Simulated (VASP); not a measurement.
# CsH3 (P4_2/mnm) in VASP: single point with PBE

Aim: the single point of CsH3 with PBE.

Everything below comes from runs of VASP 6.6.1. Logs are shortened: lines on timing, memory, paths and dates and some standing lists are left out, and cuts for length are marked.

### Step 1. The cell of the first run

The structure is tetragonal, space group P4_2/mnm (No. 136). Conventional cell: a = 5.791 Å, b = 5.791 Å, c = 9.601 Å, α = 90.00°, β = 90.00°, γ = 90.00°. Cs (site symmetry m2m) has 6 H at 2.30 to 2.76 Å within 3.0 Å. Within 1.6 Å of H (site symmetry m) lie 1 H at 1.22 Å. Within 1.6 Å of H (site symmetry m2m) lie 3 H at 1.22 to 1.38 Å.

### Step 2. Single point, PBE

File INCAR:

```
SYSTEM = CsH3
ALGO = Normal
EDIFF = 1E-7
ENCUT = 520
GGA = PE
ISIF = 2
ISMEAR = 0
LASPH = .TRUE.
LCHARG = .FALSE.
LREAL = Auto
LWAVE = .FALSE.
NBANDS = 38
NELM = 60
PREC = Accurate
SIGMA = 0.1
```

File KPOINTS:

```
k-points
0
G
  4 4 2
  0 0 0
```

File POSCAR:

```
CsH3
1.0
    5.7906268000      0.0000000000      0.0000000000
    0.0000000000      5.7906268000      0.0000000000
    0.0000000000      0.0000000000      9.6012289900
Cs H
4 12
Direct
    0.7320746200      0.7320746200      0.0000000000
    0.2679253800      0.2679253800      0.0000000000
    0.7679253800      0.2320746200      0.5000000000
    0.2320746200      0.7679253800      0.5000000000
    0.3420997500      0.3420997500      0.3893951300
    0.6579002500      0.6579002500      0.3893951300
    0.1579002500      0.8420997500      0.8893951300
    0.8420997500      0.1579002500      0.8893951300
    0.1579002500      0.8420997500      0.1106048700
    0.8420997500      0.1579002500      0.1106048700
    0.3420997500      0.3420997500      0.6106048700
    0.6579002500      0.6579002500      0.6106048700
    0.9154785500      0.0845214500      0.0000000000
    0.0845214500      0.9154785500      0.0000000000
    0.4154785500      0.4154785500      0.5000000000
    0.5845214500      0.5845214500      0.5000000000
```

Potentials or basis: VASP PAW PBE potentials, release 64 (Cs_sv, H).

Started as:

```sh
$ cat potpaw_PBE.64/Cs_sv/POTCAR potpaw_PBE.64/H/POTCAR > POTCAR
$ mpirun -np 1 vasp_std > vasp.out
```

OUTCAR:

```text
SYSTEM = CsH3
   EDIFF = 1E-7
   ENCUT = 520
   GGA = PE
   ISIF = 2
   ISMEAR = 0
   LASPH = .TRUE.
   LREAL = Auto
   NELM = 60
   PREC = Accurate

 ion  position               nearest neighbor table
   1  0.732  0.732  0.000-
   2  0.268  0.268  0.000-
   3  0.768  0.232  0.500-
   4  0.232  0.768  0.500-
   5  0.342  0.342  0.389-
   6  0.658  0.658  0.389-
[... 8 lines left out ...]
  15  0.415  0.415  0.500-
  16  0.585  0.585  0.500-

  LATTYP: Found a simple tetragonal cell.
 ALAT       =     5.7906268000
 C/A-ratio  =     1.6580638542

  Lattice vectors:

 A1 = (   5.7906268000,   0.0000000000,   0.0000000000)
 A2 = (   0.0000000000,   5.7906268000,   0.0000000000)
 A3 = (   0.0000000000,   0.0000000000,   9.6012289900)

Analysis of symmetry for initial positions (statically):
=====================================================================
 Subroutine PRICEL returns:
 Original cell was already a primitive cell.

 Routine SETGRP: Setting up the symmetry group for a
 simple tetragonal supercell.

 Subroutine GETGRP returns: Found 16 space group operations
 (whereof  8 operations were pure point group operations)
 out of a pool of 16 trial point group operations.

The static configuration has the point symmetry D_2h.
 The point group associated with its full space group is D_4h.

Analysis of symmetry for dynamics (positions and initial velocities):
=====================================================================
 Subroutine PRICEL returns:
 Original cell was already a primitive cell.

 Routine SETGRP: Setting up the symmetry group for a
 simple tetragonal supercell.

 Subroutine GETGRP returns: Found 16 space group operations
 (whereof  8 operations were pure point group operations)
 out of a pool of 16 trial point group operations.

The dynamic configuration has the point symmetry D_2h.
 The point group associated with its full space group is D_4h.

 Subroutine INISYM returns: Found 16 space group operations
 (whereof  8 operations are pure point group operations),
 and found     1 'primitive' translations

----------------------------------------------------------------------------------------

                                     Primitive cell

  volume of cell :     321.9423

  direct lattice vectors                    reciprocal lattice vectors
     5.790626800  0.000000000  0.000000000     0.172692877  0.000000000  0.000000000
     0.000000000  5.790626800  0.000000000     0.000000000  0.172692877  0.000000000
     0.000000000  0.000000000  9.601228990     0.000000000  0.000000000  0.104153333

  length of vectors
     5.790626800  5.790626800  9.601228990     0.172692877  0.172692877  0.104153333

  position of ions in fractional coordinates (direct lattice)
     0.732074620  0.732074620  0.000000000
     0.267925380  0.267925380  0.000000000
     0.767925380  0.232074620  0.500000000
     0.232074620  0.767925380  0.500000000
     0.342099750  0.342099750  0.389395130
     0.657900250  0.657900250  0.389395130
[... 8 lines left out ...]
     0.415478550  0.415478550  0.500000000
     0.584521450  0.584521450  0.500000000

  ion indices of the primitive-cell ions
   primitive index   ion index
                 1           1
                 2           2
                 3           3
                 4           4
                 5           5
                 6           6
[... 8 lines left out ...]
                15          15
                16          16

----------------------------------------------------------------------------------------

 KPOINTS: k-points

Automatic generation of k-mesh.
 Grid dimensions read from file:
 generate k-points for:    4    4    2

 Generating k-lattice:

  Cartesian coordinates                     Fractional coordinates (reciprocal lattice)
     0.043173219  0.000000000  0.000000000     0.250000000  0.000000000  0.000000000
     0.000000000  0.043173219  0.000000000     0.000000000  0.250000000  0.000000000
     0.000000000  0.000000000  0.052076666     0.000000000  0.000000000  0.500000000

  Length of vectors
     0.043173219  0.043173219  0.052076666

  Shift w.r.t. Gamma in fractional coordinates (k-lattice)
     0.000000000  0.000000000  0.000000000

 Subroutine IBZKPT returns following result:
 ===========================================

 Found     12 irreducible k-points:

 Following reciprocal coordinates:
            Coordinates               Weight
  0.000000  0.000000  0.000000      1.000000
  0.250000  0.000000  0.000000      4.000000
  0.500000  0.000000  0.000000      2.000000
  0.250000  0.250000  0.000000      4.000000
  0.500000  0.250000  0.000000      4.000000
  0.500000  0.500000  0.000000      1.000000
  0.000000  0.000000  0.500000      1.000000
  0.250000  0.000000  0.500000      4.000000
  0.500000  0.000000  0.500000      2.000000
  0.250000  0.250000  0.500000      4.000000
  0.500000  0.250000  0.500000      4.000000
  0.500000  0.500000  0.500000      1.000000
   k-points           NKPTS =     12   k-points in BZ     NKDIM =     12   number of bands    NBANDS=     38
   number of dos      NEDOS =    301   number of ions     NIONS =     16
   total plane-waves  NPLWV = 165888
   dimension x,y,z NGX =    48 NGY =   48 NGZ =   72
   dimension x,y,z NGXF=    96 NGYF=   96 NGZF=  144
   ions per type =               4  12
   NGX,Y,Z   is equivalent  to a cutoff of  13.78, 13.78, 12.47 a.u.
   NGXF,Y,Z  is equivalent  to a cutoff of  27.56, 27.56, 24.93 a.u.
 SYSTEM =  CsH3
   PREC   = accura    normal or accurate (medium, high low for compatibility)
   ISTART =      0    job   : 0-new  1-cont  2-samecut
   ICHARG =      2    charge: 1-file 2-atom 10-const
   ISPIN  =      1    spin polarized calculation?
   LNONCOLLINEAR =      F non collinear calculations
   LSORBIT =      F    spin-orbit coupling
   LASPH  =      T    aspherical Exc in radial PAW
   ENCUT  =  520.0 eV  38.22 Ry    6.18 a.u.  10.77 10.77 17.85*2*pi/ulx,y,z
   NELM   =     60;   NELMIN=  2; NELMDL= -5     # of ELM steps
   EDIFF  = 0.1E-06   stopping-criterion for ELM
   LREAL  =      T    real-space projection
   EDIFFG = 0.1E-05   stopping-criterion for IOM
   NSW    =      0    number of steps for IOM
   IBRION =     -1    ionic relax: 0-MD 1-quasi-New 2-CG
   NFREE  =      0    steps in history (QN), initial steepest desc. (CG)
   ISIF   =      2    stress and relaxation
   ISYM   =      2    0-nonsym 1-usesym 2-fastsym
   POTIM  = 0.5000    time-step for ionic-motion
   TEBEG  =    0.0;   TEEND  =   0.0 temperature during run
   PSTRESS=    0.0 pullay stress
   NELECT =      48.0000    total number of electrons
   NUPDOWN=      -1.0000    fix difference up-down
   EMIN   =  10.00;   EMAX   =-10.00  energy-range for DOS
   EFERMI =   0.00;   METHOD = LEGACY
   ISMEAR =     0;   SIGMA  =   0.10  broadening in eV -4-tet -1-fermi 0-gaus
   EFERMI_NEDOS =   21; number of points for ismear=-14 and -15
   IALGO  =     38    algorithm
   IMIX   =      4    mixing-type and parameters
     AMIX     =   0.40;   BMIX     =  1.00
     AMIX_MAG =   1.60;   BMIX_MAG =  1.00
  volume/ion in A,a.u.               =      20.12       135.79
  Fermi-wavevector in a.u.,A,eV,Ry     =   0.868086  1.640444 10.252979  0.753573
  Thomas-Fermi vector in A             =   1.986713
   LORBIT       =      0    0 simple, 1 ext, 2 COOP (PROOUT), +10 PAW based schemes
   GGA     = PE    functional components
   LHFCALC =     F    Hartree Fock is set to
   AEXX    =    0.0000 exact exchange contribution
   IVDW    =     0    specifies the selected vdW correction
   LEPSILON=     F    determine dielectric tensor
   LRPA    =     F    only Hartree local field effects (RPA)
 non-spin polarized calculation
 Gauss-broadening in eV      SIGMA  =   0.10
  energy-cutoff  :      520.00
  volume of cell :      321.94
 maximum number of plane-waves:      8712
 NGX is ok and might be reduce to    48
   NGX = 21   NGY = 21   NGZ = 35

 number of electron      47.9999991 magnetization

 Free energy of the ion-electron system (eV)
  ---------------------------------------------------
  ext. energy  EPLUGINS =         0.00000000
  ---------------------------------------------------
  free energy    TOTEN  =       -37.05393265 eV

  energy without entropy =      -37.05047047  energy(sigma->0) =      -37.05220156

 E-fermi :   0.0735     XC(G=0):  -6.9534

 val. band max:       -0.0164473037   @ k =   0.0000   0.0000   0.0000
 cond. band min:       0.1219822639   @ k =   0.0000   0.0000   0.0000
 fundamental gap:      0.1384295676
 Fermi energy:         0.0734683730

 k-point     1 :       0.0000    0.0000    0.0000
  band No.  band energies     occupation
      1     -21.9377      2.00000
      2     -21.9313      2.00000
      3     -21.7253      2.00000
      4     -21.7253      2.00000
      5     -10.5915      2.00000
      6     -10.5615      2.00000
[... 28 lines left out ...]
     35       5.5180      0.00000
     36       5.7930      0.00000

 k-point     2 :       0.2500    0.0000    0.0000
  band No.  band energies     occupation
      1     -21.9071      2.00000
      2     -21.9016      2.00000
      3     -21.7558      2.00000
      4     -21.7548      2.00000
      5     -10.5012      2.00000
      6     -10.4771      2.00000
[... 28 lines left out ...]
     35       5.0536      0.00000
     36       5.2122      0.00000

 k-point     3 :       0.5000    0.0000    0.0000
  band No.  band energies     occupation
      1     -21.8431      2.00000
      2     -21.8431      2.00000
      3     -21.8165      2.00000
      4     -21.8165      2.00000
      5     -10.3744      2.00000
      6     -10.3744      2.00000
[... 28 lines left out ...]
     35       4.8074      0.00000
     36       4.8074      0.00000
[... 274 lines left out ...]
 k-point    11 :       0.5000    0.2500    0.5000
  band No.  band energies     occupation
      1     -21.8515      2.00000
      2     -21.8515      2.00000
      3     -21.8051      2.00000
      4     -21.8051      2.00000
      5     -10.6367      2.00000
      6     -10.6367      2.00000
[... 28 lines left out ...]
     35       5.0921      0.00000
     36       5.0921      0.00000

 k-point    12 :       0.5000    0.5000    0.5000
  band No.  band energies     occupation
      1     -21.8569      2.00000
      2     -21.8569      2.00000
      3     -21.7967      2.00000
      4     -21.7967      2.00000
      5     -10.8216      2.00000
      6     -10.8216      2.00000
[... 28 lines left out ...]
     35       5.1161      0.00000
     36       5.1161      0.00000
 [bands above 36 left out]

------------------------ aborting loop because EDIFF is reached ----------------------------------------

  FORCE on cell =-STRESS in cart. coord.  units (eV):
  Direction    XX          YY          ZZ          XY          YZ          ZX
  --------------------------------------------------------------------------------------
  -------------------------------------------------------------------------------------
  Total        9.0980265      9.0980265     -6.0806589      0.0000000      0.0000000      0.0000000
  in kB       45.2772251     45.2772251    -30.2609978      0.0000000      0.0000000      0.0000000
  external PRESSURE =      20.0978174 kB  Pullay stress =       0.0000000 kB

 VOLUME and BASIS-vectors are now :
 -----------------------------------------------------------------------------
  energy-cutoff  :      520.00
  volume of cell :      321.94
      direct lattice vectors                 reciprocal lattice vectors
     5.790626800  0.000000000  0.000000000     0.172692877  0.000000000  0.000000000
     0.000000000  5.790626800  0.000000000     0.000000000  0.172692877  0.000000000
     0.000000000  0.000000000  9.601228990     0.000000000  0.000000000  0.104153333

 POSITION                                       TOTAL-FORCE (eV/Angst)
 -----------------------------------------------------------------------------------
      4.23917      4.23917      0.00000        -1.506152     -1.506152      0.000000
      1.55146      1.55146      0.00000         1.506152      1.506152     -0.000000
      4.44677      1.34386      4.80061         1.506152     -1.506152      0.000000
      1.34386      4.44677      4.80061        -1.506152      1.506152     -0.000000
      1.98097      1.98097      3.73867         0.655300      0.655300      0.325025
      3.80965      3.80965      3.73867        -0.655300     -0.655300      0.325025
[... 8 lines left out ...]
      2.40588      2.40588      4.80061        -2.656435     -2.656435     -0.000000
      3.38475      3.38475      4.80061         2.656435      2.656435      0.000000
 -----------------------------------------------------------------------------------
    total drift:                                0.000000      0.000000     -0.000000

  FREE ENERGIE OF THE ION-ELECTRON SYSTEM (eV)
  ---------------------------------------------------
  free  energy   TOTEN  =       -37.0539326478 eV

  energy  without entropy=      -37.0504704672  energy(sigma->0) =      -37.05220156
```

Run time: 2.9 min. Hardware: 1 thread of Intel Xeon 6975P-C (Granite Rapids), shared host; peak memory 0.44 GiB.

What came out:

```yaml
Free_energy: -37.0539 eV
Pressure: 2.0 GPa
Largest_force: 3.757 eV/Å
Band_gap_on_the_k_mesh: 0.14 eV, direct
```

Forces in eV/Å, atoms in the order of the input:
```
Cs  -1.506 -1.506  0.000
Cs   1.506  1.506  0.000
Cs   1.506 -1.506  0.000
Cs  -1.506  1.506  0.000
H    0.655  0.655  0.325
H   -0.655 -0.655  0.325
H   -0.655  0.655  0.325
H    0.655 -0.655  0.325
H   -0.655  0.655 -0.325
H    0.655 -0.655 -0.325
H    0.655  0.655 -0.325
H   -0.655 -0.655 -0.325
H   -2.656  2.656  0.000
H    2.656 -2.656  0.000
H   -2.656 -2.656  0.000
H    2.656  2.656  0.000
```

Caveat: spin-orbit coupling is left out, which moves the levels of the heavy elements; forces of over 1 eV/Å act on the atoms, so gaps and moduli don't describe the material at rest. A k mesh can miss the band edges.
